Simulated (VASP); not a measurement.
Write the native input for VASP 6.6.1 that does the following.

- Task: single point
- Functional: r2SCAN
- Potentials or basis: VASP PAW PBE potentials, release 64 (K_sv, Zn, P, F)
- Cutoff: 520 eV
- k mesh: 4 × 4 × 2
- Occupations: fermi-dirac, width 0.1 eV
- Spin: no spin polarisation
- Dipole correction: no
- Further INCAR settings: ALGO = Normal; EDIFF = 1e-06; NBANDS = 43

KZnPF:

```
K Zn P F
1.0
     4.13254    0.00000    0.00000
     0.00000    4.13254    0.00000
     0.00000    0.00000   10.35084
K Zn P F
2 2 2 2
Direct
  0.25000 0.25000 0.37405
  0.75000 0.75000 0.62595
  0.25000 0.75000 0.00000
  0.75000 0.25000 0.00000
  0.75000 0.75000 0.12493
  0.25000 0.25000 0.87507
  0.25000 0.75000 0.50000
  0.75000 0.25000 0.50000
```

These files were run (other wordings do the same):

POSCAR

```
KZnPF
1.0
    4.1325428664      0.0000000000      0.0000000000
    0.0000000000      4.1325428664      0.0000000000
    0.0000000000      0.0000000000     10.3508400759
K Zn P F
2 2 2 2
Direct
    0.2500000000      0.2500000000      0.3740547962
    0.7500000000      0.7500000000      0.6259452038
    0.2500000000      0.7500000000      0.0000000000
    0.7500000000      0.2500000000      0.0000000000
    0.7500000000      0.7500000000      0.1249340512
    0.2500000000      0.2500000000      0.8750659488
    0.2500000000      0.7500000000      0.5000000000
    0.7500000000      0.2500000000      0.5000000000
```

INCAR.step1

```
SYSTEM = KZnPF
PREC     = Accurate       ! precision mode
ENCUT    = 520            ! plane-wave cutoff, eV
ISMEAR   = -1             ! smearing method
SIGMA    = 0.1            ! smearing width, eV
LREAL    = .False.        ! projectors in reciprocal space
LASPH    = .True.         ! aspherical terms in the spheres
NELM     = 100            ! most SCF steps
NBANDS   = 43             ! bands
GGA      = PE             ! functional
ALGO     = Normal         ! electronic algorithm
EDIFF    = 1E-4           ! SCF threshold, eV
LWAVE    = .True.         ! write WAVECAR
LCHARG   = .False.        ! write CHGCAR
```

INCAR.step2

```
SYSTEM = KZnPF
PREC     = Accurate       ! precision mode
ENCUT    = 520            ! plane-wave cutoff, eV
EDIFF    = 1E-6           ! SCF threshold, eV
ISMEAR   = -1             ! smearing method
SIGMA    = 0.1            ! smearing width, eV
LREAL    = .False.        ! projectors in reciprocal space
LASPH    = .True.         ! aspherical terms in the spheres
NELM     = 100            ! most SCF steps
ALGO     = Normal         ! electronic algorithm
ISIF     = 2              ! what is computed and relaxed
LWAVE    = .False.        ! write WAVECAR
LCHARG   = .False.        ! write CHGCAR
METAGGA  = R2SCAN         ! meta-GGA
LMIXTAU  = .True.       
NBANDS   = 43             ! bands
ISTART   = 1
```

KPOINTS

```
regular mesh
0
Gamma
  4 4 2
  0 0 0
```

Potentials or basis: VASP PAW PBE potentials, release 64 (K_sv, Zn, P, F).

The run is started by

```console
$ cat potpaw_PBE.64/K_sv/POTCAR potpaw_PBE.64/Zn/POTCAR potpaw_PBE.64/P/POTCAR potpaw_PBE.64/F/POTCAR > POTCAR
$ cp INCAR.step1 INCAR
$ mpirun -np 1 vasp_std > vasp.out
$ cp INCAR.step2 INCAR
$ mpirun -np 1 vasp_std > vasp.out
```

It gave:

* Pressure: 0.0 GPa
* Largest force: 0.052 eV/Å
* Band gap on the k mesh: zero (bands 33 and 34 overlap by 0.85 eV)

Caveat: the k points lie up to 0.38 Å⁻¹ apart, too coarse for converged energies and pressures of a metal; the PAW data sets were made with another functional, which shifts forces and pressure a little.

It took 4.1 min on 1 thread of Oxide Virtual Turin-like Processor, with other jobs on the host, peak memory 0.32 GiB.
